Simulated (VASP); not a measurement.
# Hg (Fm-3m) in VASP: notebook

The runs below take Hg through single point, with PBE.

Program: VASP 6.6.1. These are calculated values, not measurements. Logs are shortened: lines on timing, memory, paths and dates and some standing lists are left out, and cuts for length are marked.

## 1. The cell of the first run

Symmetry: Fm-3m, No. 225, cubic system. Conventional cell: a = 4.784 Å, b = 4.784 Å, c = 4.784 Å, α = 90.00°, β = 90.00°, γ = 90.00°. Hg (site symmetry m-3m) has 12 Hg at 3.38 Å within 4.4 Å.

## 2. Single point, PBE

INCAR

```
SYSTEM = Hg
PREC = Accurate ; ENCUT = 500
EDIFF = 1E-6 ; ISMEAR = 0
SIGMA = 0.1 ; LREAL = .False.
LASPH = .True. ; NELM = 120
ALGO = Normal ; ISIF = 2
LWAVE = .False. ; LCHARG = .False.
GGA = PE ; NBANDS = 12
GGA_COMPAT = .False.
```

KPOINTS

```
Automatic mesh
0
Gamma
  8 8 8
  0 0 0
```

POSCAR

```
Hg
1.0
    0.0000000000      2.3919113801      2.3919113801
    2.3919113801      0.0000000000      2.3919113801
    2.3919113801      2.3919113801      0.0000000000
Hg
1
Direct
    0.1090000000      0.9260000000      0.6940000000
```

Potentials or basis: VASP PAW PBE potentials, release 64 (Hg).

The run is started by

```bash
cat potpaw_PBE.64/Hg/POTCAR > POTCAR
mpirun -np 1 vasp_std > vasp.out
```

OUTCAR:

```text
SYSTEM = Hg
   PREC = Accurate
   ENCUT = 500
   EDIFF = 1E-6
   ISMEAR = 0
   LREAL = .False.
   LASPH = .True.
   NELM = 120
   ISIF = 2
   GGA = PE

 ion  position               nearest neighbor table
   1  0.109  0.926  0.694-

  LATTYP: Found a face centered cubic cell.
 ALAT       =     4.7838227602

  Lattice vectors:

 A1 = (   0.0000000000,   2.3919113801,   2.3919113801)
 A2 = (   2.3919113801,   0.0000000000,   2.3919113801)
 A3 = (   2.3919113801,   2.3919113801,   0.0000000000)

Analysis of symmetry for initial positions (statically):
=====================================================================
 Subroutine PRICEL returns:
 Original cell was already a primitive cell.

 Routine SETGRP: Setting up the symmetry group for a
 face centered cubic supercell.

 Subroutine GETGRP returns: Found 48 space group operations
 (whereof  1 operations were pure point group operations)
 out of a pool of 48 trial point group operations.

The static configuration has the point symmetry C_1 .
 The point group associated with its full space group is O_h .

Analysis of symmetry for dynamics (positions and initial velocities):
=====================================================================
 Subroutine PRICEL returns:
 Original cell was already a primitive cell.

 Routine SETGRP: Setting up the symmetry group for a
 face centered cubic supercell.

 Subroutine GETGRP returns: Found 48 space group operations
 (whereof  1 operations were pure point group operations)
 out of a pool of 48 trial point group operations.

The dynamic configuration has the point symmetry C_1 .
 The point group associated with its full space group is O_h .

 Subroutine INISYM returns: Found 48 space group operations
 (whereof  1 operations are pure point group operations),
 and found     1 'primitive' translations

----------------------------------------------------------------------------------------

                                     Primitive cell

  volume of cell :      27.3694

  direct lattice vectors                    reciprocal lattice vectors
     0.000000000  2.391911380  2.391911380    -0.209037845  0.209037845  0.209037845
     2.391911380  0.000000000  2.391911380     0.209037845 -0.209037845  0.209037845
     2.391911380  2.391911380  0.000000000     0.209037845  0.209037845 -0.209037845

  length of vectors
     3.382673514  3.382673514  3.382673514     0.362064168  0.362064168  0.362064168

  position of ions in fractional coordinates (direct lattice)
     0.109000000  0.926000000  0.694000000

  ion indices of the primitive-cell ions
   primitive index   ion index
                 1           1

----------------------------------------------------------------------------------------

 KPOINTS: Automatic mesh

Automatic generation of k-mesh.
 Grid dimensions read from file:
 generate k-points for:    8    8    8

 Generating k-lattice:

  Cartesian coordinates                     Fractional coordinates (reciprocal lattice)
    -0.026129731  0.026129731  0.026129731     0.125000000  0.000000000  0.000000000
     0.026129731 -0.026129731  0.026129731     0.000000000  0.125000000  0.000000000
     0.026129731  0.026129731 -0.026129731     0.000000000  0.000000000  0.125000000

  Length of vectors
     0.045258021  0.045258021  0.045258021

  Shift w.r.t. Gamma in fractional coordinates (k-lattice)
     0.000000000  0.000000000  0.000000000

 Subroutine IBZKPT returns following result:
 ===========================================

 Found     29 irreducible k-points:

 Following reciprocal coordinates:
            Coordinates               Weight
  0.000000  0.000000  0.000000      1.000000
  0.125000  0.000000  0.000000      8.000000
  0.250000  0.000000  0.000000      8.000000
  0.375000  0.000000  0.000000      8.000000
  0.500000  0.000000  0.000000      4.000000
  0.125000  0.125000  0.000000      6.000000
[... 16 lines left out ...]
  0.500000  0.250000  0.125000     48.000000
 -0.375000  0.250000  0.125000     24.000000
 [... further k-points ...]
   k-points           NKPTS =     29   k-points in BZ     NKDIM =     29   number of bands    NBANDS=     12
   number of dos      NEDOS =    301   number of ions     NIONS =      1
   total plane-waves  NPLWV =  21952
   dimension x,y,z NGX =    28 NGY =   28 NGZ =   28
   dimension x,y,z NGXF=    56 NGYF=   56 NGZF=   56
   ions per type =               1
   NGX,Y,Z   is equivalent  to a cutoff of  13.76, 13.76, 13.76 a.u.
   NGXF,Y,Z  is equivalent  to a cutoff of  27.52, 27.52, 27.52 a.u.
 SYSTEM =  Hg
   PREC   = accura    normal or accurate (medium, high low for compatibility)
   ISTART =      0    job   : 0-new  1-cont  2-samecut
   ICHARG =      2    charge: 1-file 2-atom 10-const
   ISPIN  =      1    spin polarized calculation?
   LNONCOLLINEAR =      F non collinear calculations
   LSORBIT =      F    spin-orbit coupling
   LASPH  =      T    aspherical Exc in radial PAW
   ENCUT  =  500.0 eV  36.75 Ry    6.06 a.u.   6.17  6.17  6.17*2*pi/ulx,y,z
   NELM   =    120;   NELMIN=  2; NELMDL= -5     # of ELM steps
   EDIFF  = 0.1E-05   stopping-criterion for ELM
   LREAL  =      F    real-space projection
   EDIFFG = 0.1E-04   stopping-criterion for IOM
   NSW    =      0    number of steps for IOM
   IBRION =     -1    ionic relax: 0-MD 1-quasi-New 2-CG
   NFREE  =      0    steps in history (QN), initial steepest desc. (CG)
   ISIF   =      2    stress and relaxation
   ISYM   =      2    0-nonsym 1-usesym 2-fastsym
   POTIM  = 0.5000    time-step for ionic-motion
   TEBEG  =    0.0;   TEEND  =   0.0 temperature during run
   PSTRESS=    0.0 pullay stress
   NELECT =      12.0000    total number of electrons
   NUPDOWN=      -1.0000    fix difference up-down
   EMIN   =  10.00;   EMAX   =-10.00  energy-range for DOS
   EFERMI =   0.00;   METHOD = LEGACY
   ISMEAR =     0;   SIGMA  =   0.10  broadening in eV -4-tet -1-fermi 0-gaus
   EFERMI_NEDOS =   21; number of points for ismear=-14 and -15
   IALGO  =     38    algorithm
   IMIX   =      4    mixing-type and parameters
     AMIX     =   0.40;   BMIX     =  1.00
     AMIX_MAG =   1.60;   BMIX_MAG =  1.00
  volume/ion in A,a.u.               =      27.37       184.70
  Fermi-wavevector in a.u.,A,eV,Ry     =   1.243694  2.350241 21.045144  1.546774
  Thomas-Fermi vector in A             =   2.377993
   LORBIT       =      0    0 simple, 1 ext, 2 COOP (PROOUT), +10 PAW based schemes
   GGA     = PE    functional components
   LHFCALC =     F    Hartree Fock is set to
   AEXX    =    0.0000 exact exchange contribution
   IVDW    =     0    specifies the selected vdW correction
   LEPSILON=     F    determine dielectric tensor
   LRPA    =     F    only Hartree local field effects (RPA)
 non-spin polarized calculation
 Gauss-broadening in eV      SIGMA  =   0.10
  energy-cutoff  :      500.00
  volume of cell :       27.37
 maximum number of plane-waves:       725
 NGX is ok and might be reduce to    28
   NGX = 13   NGY = 13   NGZ = 13

 number of electron      11.9999999 magnetization

 Free energy of the ion-electron system (eV)
  ---------------------------------------------------
  ext. energy  EPLUGINS =         0.00000000
  ---------------------------------------------------
  free energy    TOTEN  =        -0.15342451 eV

  energy without entropy =       -0.15171294  energy(sigma->0) =       -0.15256873

 E-fermi :   1.5976     XC(G=0): -10.0415

 val. band max:        1.5731366021   @ k =   0.5000   0.5000   0.0000
 cond. band min:       1.7657032709   @ k =   0.5000   0.1250   0.0000
 fundamental gap:      0.1925666688
 Fermi energy:         1.5976107382

 k-point     1 :       0.0000    0.0000    0.0000
  band No.  band energies     occupation
      1      -6.2403      2.00000
      2      -4.8967      2.00000
      3      -4.8967      2.00000
      4      -4.8967      2.00000
      5      -4.4299      2.00000
      6      -4.4299      2.00000
      7      14.9232      0.00000
      8      15.0951      0.00000
      9      15.0951      0.00000
     10      15.0951      0.00000
     11      19.0179      0.00000
     12      19.9350      0.00000

 k-point     2 :       0.1250    0.0000    0.0000
  band No.  band energies     occupation
      1      -5.9058      2.00000
      2      -4.9062      2.00000
      3      -4.8376      2.00000
      4      -4.8376      2.00000
      5      -4.4386      2.00000
      6      -4.4386      2.00000
      7      11.9226      0.00000
      8      14.7980      0.00000
      9      14.7980      0.00000
     10      15.0244      0.00000
     11      18.9129      0.00000
     12      20.1526      0.00000

 k-point     3 :       0.2500    0.0000    0.0000
  band No.  band energies     occupation
      1      -5.4600      2.00000
      2      -4.7959      2.00000
      3      -4.7959      2.00000
      4      -4.3475      2.00000
      5      -4.3475      2.00000
      6      -4.3354      2.00000
      7       7.5983      0.00000
      8      14.0598      0.00000
      9      14.0598      0.00000
     10      14.9208      0.00000
     11      18.0486      0.00000
     12      19.1193      0.00000

 k-point     4 :       0.3750    0.0000    0.0000
  band No.  band energies     occupation
      1      -5.5245      2.00000
      2      -4.8579      2.00000
      3      -4.8579      2.00000
      4      -4.1348      2.00000
      5      -4.1348      2.00000
      6      -2.4846      2.00000
      7       3.6509      0.00000
      8      13.2728      0.00000
      9      13.2728      0.00000
     10      14.4551      0.00000
     11      17.7969      0.00000
     12      18.3863      0.00000

 k-point     5 :       0.5000    0.0000    0.0000
  band No.  band energies     occupation
      1      -5.5788      2.00000
      2      -4.8941      2.00000
      3      -4.8941      2.00000
      4      -4.0305      2.00000
      5      -4.0305      2.00000
      6      -0.2085      2.00000
      7       0.6851      2.00000
      8      12.9348      0.00000
      9      12.9348      0.00000
     10      14.2141      0.00000
     11      17.7847      0.00000
     12      18.1678      0.00000
[... 228 lines left out ...]
      1      -5.5390      2.00000
      2      -5.5242      2.00000
      3      -4.0574      2.00000
      4      -3.9252      2.00000
      5      -3.9252      2.00000
      6       1.5731      1.27074
      7       1.9026      0.00002
      8       8.2430      0.00000
      9       8.2430      0.00000
     10      12.0946      0.00000
     11      13.6684      0.00000
     12      25.4395      0.00000

 k-point    22 :       0.3750    0.2500    0.1250
  band No.  band energies     occupation
      1      -5.1257      2.00000
      2      -4.9780      2.00000
      3      -4.8171      2.00000
      4      -4.4658      2.00000
      5      -4.3187      2.00000
      6      -3.2645      2.00000
      7       7.6901      0.00000
      8       9.1262      0.00000
      9      12.3007      0.00000
     10      15.4559      0.00000
     11      16.1445      0.00000
     12      19.7117      0.00000

 k-point    23 :       0.5000    0.2500    0.1250
  band No.  band energies     occupation
      1      -5.1917      2.00000
      2      -4.9586      2.00000
      3      -4.7259      2.00000
      4      -4.4644      2.00000
      5      -4.1419      2.00000
      6      -1.5251      2.00000
      7       4.4765      0.00000
      8       8.2717      0.00000
      9      10.6535      0.00000
     10      15.2342      0.00000
     11      18.1541      0.00000
     12      19.6439      0.00000

 k-point    24 :      -0.3750    0.2500    0.1250
  band No.  band energies     occupation
      1      -5.2203      2.00000
      2      -5.0246      2.00000
      3      -4.5802      2.00000
      4      -4.5066      2.00000
      5      -4.0610      2.00000
      6       0.2306      2.00000
      7       2.0935      0.00000
      8       8.2783      0.00000
      9       9.8816      0.00000
     10      15.0386      0.00000
     11      18.2768      0.00000
     12      22.3303      0.00000

 [... further k-points ...]

------------------------ aborting loop because EDIFF is reached ----------------------------------------

  FORCE on cell =-STRESS in cart. coord.  units (eV):
  Direction    XX          YY          ZZ          XY          YZ          ZX
  --------------------------------------------------------------------------------------
  -------------------------------------------------------------------------------------
  Total        0.3278591      0.3278591      0.3278591      0.0000000      0.0000000      0.0000000
  in kB       19.1925473     19.1925473     19.1925473      0.0000000      0.0000000      0.0000000
  external PRESSURE =      19.1925473 kB  Pullay stress =       0.0000000 kB

 VOLUME and BASIS-vectors are now :
 -----------------------------------------------------------------------------
  energy-cutoff  :      500.00
  volume of cell :       27.37
      direct lattice vectors                 reciprocal lattice vectors
     0.000000000  2.391911380  2.391911380    -0.209037845  0.209037845  0.209037845
     2.391911380  0.000000000  2.391911380     0.209037845 -0.209037845  0.209037845
     2.391911380  2.391911380  0.000000000     0.209037845  0.209037845 -0.209037845

 POSITION                                       TOTAL-FORCE (eV/Angst)
 -----------------------------------------------------------------------------------
      3.87490      1.92070      2.47563         0.000000      0.000000      0.000000
 -----------------------------------------------------------------------------------
    total drift:                                0.000006      0.000001      0.000001

  FREE ENERGIE OF THE ION-ELECTRON SYSTEM (eV)
  ---------------------------------------------------
  free  energy   TOTEN  =        -0.1534245132 eV

  energy  without entropy=       -0.1517129421  energy(sigma->0) =       -0.15256873
```

Run time: 9.5 s. Hardware: 1 thread of Intel Xeon Platinum 8259CL at 2.50GHz (Skylake/Cascade Lake), shared host; peak memory 0.16 GiB.

Results:

| Property | Result |
| --- | --- |
| Free energy | -0.1534 eV |
| Pressure | 1.9 GPa |
| Band gap on the k mesh | zero (band 6 reaches 1.57 eV, above the bottom of band 7 at 0.69 eV) |

Caveat: spin-orbit coupling is left out, which moves the levels of the heavy elements.

(Continued in part 2 of 2.)
